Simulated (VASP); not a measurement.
# TaN (P-6m2) in VASP: notebook, part 2 of 2

VASP 6.6.1.

## (4) Single point, PBEsol (11.90 Å³/atom)

Input file INCAR:

```
SYSTEM = TaN
PREC = Accurate
ENCUT = 520
EDIFF = 1E-7
ISMEAR = 0
SIGMA = 0.15
LREAL = .False.
LASPH = .True.
NELM = 80
ALGO = Normal
ISIF = 2
LWAVE = .False.
LCHARG = .False.
GGA = PS
NBANDS = 15
```

Input file KPOINTS:

```
regular mesh
0
Gamma
  21 21 18
  0 0 0
```

Input file POSCAR:

```
TaN
1.0
    3.0163717829      0.0000000000      0.0000000000
   -1.5081858914      2.6122545913      0.0000000000
    0.0000000000      0.0000000000      3.0214996149
Ta N
1 1
Direct
    0.3333333333      0.6666666667      0.5000000000
    0.0000000000      0.0000000000      0.0000000000
```

Potentials or basis: VASP PAW PBE potentials, release 64 (Ta_pv, N).

Command:

```console
cat potpaw_PBE.64/Ta_pv/POTCAR potpaw_PBE.64/N/POTCAR > POTCAR
mpirun -np 1 vasp_std > vasp.out
```

OUTCAR:

```text
SYSTEM = TaN
   PREC = Accurate
   ENCUT = 520
   EDIFF = 1E-7
   ISMEAR = 0
   LREAL = .False.
   LASPH = .True.
   NELM = 80
   ISIF = 2
   GGA = PS

 ion  position               nearest neighbor table
   1  0.333  0.667  0.500-   2 2.31   2 2.31   2 2.31   2 2.31   2 2.31   2 2.31
   2  0.000  0.000  0.000-   1 2.31   1 2.31   1 2.31   1 2.31   1 2.31   1 2.31

  LATTYP: Found a hexagonal cell.
 ALAT       =     3.0163717829
 C/A-ratio  =     1.0017000000

  Lattice vectors:

[... 621 lines left out ...]

  FORCE on cell =-STRESS in cart. coord.  units (eV):
  Direction    XX          YY          ZZ          XY          YZ          ZX
  --------------------------------------------------------------------------------------
  -------------------------------------------------------------------------------------
  Total       -4.0787596     -4.0787596     -6.1340675     -0.0000000     -0.0000000      0.0000000
  in kB     -274.4832069   -274.4832070   -412.7967015     -0.0000000     -0.0000000      0.0000000
  external PRESSURE =    -320.5877051 kB  Pullay stress =       0.0000000 kB

 VOLUME and BASIS-vectors are now :
 -----------------------------------------------------------------------------
  energy-cutoff  :      520.00
  volume of cell :       23.81
      direct lattice vectors                 reciprocal lattice vectors
     3.016371783  0.000000000  0.000000000     0.331524120  0.191405540  0.000000000
    -1.508185891  2.612254591  0.000000000     0.000000000  0.382811079  0.000000000
     0.000000000  0.000000000  3.021499615     0.000000000  0.000000000  0.330961485

 POSITION                                       TOTAL-FORCE (eV/Angst)
 -----------------------------------------------------------------------------------
     -0.00000      1.74150      1.51075        -0.000000      0.000000      0.000000
      0.00000      0.00000      0.00000         0.000000     -0.000000      0.000000
 -----------------------------------------------------------------------------------
    total drift:                                0.000000     -0.000000     -0.000000

  FREE ENERGIE OF THE ION-ELECTRON SYSTEM (eV)
  ---------------------------------------------------
  free  energy   TOTEN  =       -23.5163266295 eV

  energy  without entropy=      -23.5154604998  energy(sigma->0) =      -23.51589356
```

OSZICAR:

```text
N       E                     dE             d eps       ncg     rms          rms(c)
DAV:   1     0.886903976833E+02    0.88690E+02   -0.87543E+03 14400   0.111E+03
DAV:   2    -0.230288965325E+02   -0.11172E+03   -0.10509E+03 17515   0.299E+02
DAV:   3    -0.259708359873E+02   -0.29419E+01   -0.29230E+01 16654   0.449E+01
DAV:   4    -0.259847400004E+02   -0.13904E-01   -0.13902E-01 18418   0.333E+00
DAV:   5    -0.259848343242E+02   -0.94324E-04   -0.94322E-04 17081   0.257E-01    0.194E+01
DAV:   6    -0.237014056125E+02    0.22834E+01   -0.36970E+00 18371   0.226E+01    0.809E+00
DAV:   7    -0.235606703020E+02    0.14074E+00   -0.52282E-01 18075   0.619E+00    0.569E+00
DAV:   8    -0.235234773654E+02    0.37193E-01   -0.24111E-01 17599   0.400E+00    0.123E+00
DAV:   9    -0.235165107348E+02    0.69666E-02   -0.17740E-02 16850   0.108E+00    0.228E-01
DAV:  10    -0.235163676043E+02    0.14313E-03   -0.92470E-04 18271   0.336E-01    0.884E-02
DAV:  11    -0.235163270204E+02    0.40584E-04   -0.47668E-05 16864   0.731E-02    0.170E-02
DAV:  12    -0.235163265929E+02    0.42749E-06   -0.62206E-06 17298   0.209E-02    0.256E-03
DAV:  13    -0.235163266295E+02   -0.36642E-07   -0.50573E-08 12275   0.218E-03
   1 F= -.23516327E+02 E0= -.23515894E+02  d E =-.866130E-03
```

stdout:

```text
POSCAR found type information on POSCAR TaN
 POSCAR found :  2 types and       2 ions
 scaLAPACK will be used
 -----------------------------------------------------------------------------
|                                                                             |
|                                                                             |
|     You enforced a specific xc type in the INCAR file but a different       |
|     I HOPE YOU KNOW WHAT YOU ARE DOING!                                     |
|                                                                             |
 -----------------------------------------------------------------------------

 LDA part: xc-table for (Slater+PW92), standard interpolation
 POSCAR, INCAR and KPOINTS ok, starting setup
 FFT: planning ... GRIDC
 FFT: planning ... GRID_SOFT
 FFT: planning ... GRID
 WAVECAR not read
 entering main loop
```

Wall time 2.6 min (1 thread of Intel Xeon 8259CL, shared host); peak memory 0.29 GiB.

Results:

- Free energy: -23.5163 eV
- Pressure: -32.1 GPa
- Band gap on the k mesh: zero (bands 8 and 9 overlap by 0.32 eV)

Caveat: the stress differs along the axes, from -41 to -27 GPa; the PAW data sets were made with another functional, which shifts forces and pressure a little; spin-orbit coupling is left out, which moves the levels of the heavy elements.

## (5) Summary

```csv
cell,gap on the mesh (eV),pressure (GPa)
"a = 2.957, b = 2.957, c = 3.145 Å, angles 90.0, 90.0, 120.0°, 2 atoms",none,-32.0
"a = 2.996, b = 2.996, c = 3.062 Å, angles 90.0, 90.0, 120.0°, 2 atoms",none,-32.2
"a = 3.016, b = 3.016, c = 3.021 Å, angles 90.0, 90.0, 120.0°, 2 atoms",none,-32.1
```

Alike in all rows: task single point; level PBEsol; potentials or basis VASP PAW PBE potentials, release 64 (Ta_pv, N); no spin polarisation; k mesh 21 × 21 × 18; cutoff (eV) 520; smearing gaussian 0.15 eV.

Caveats: the PAW data sets were made with another functional, which shifts forces and pressure a little; spin-orbit coupling is left out, which moves the levels of the heavy elements; the stress differs along the axes, from -62 to -17 GPa (at least some runs); the stress differs along the axes, from -48 to -24 GPa (at least some runs); the stress differs along the axes, from -41 to -27 GPa (at least some runs).

Absolute energies hang on the potentials; compare differences alone.
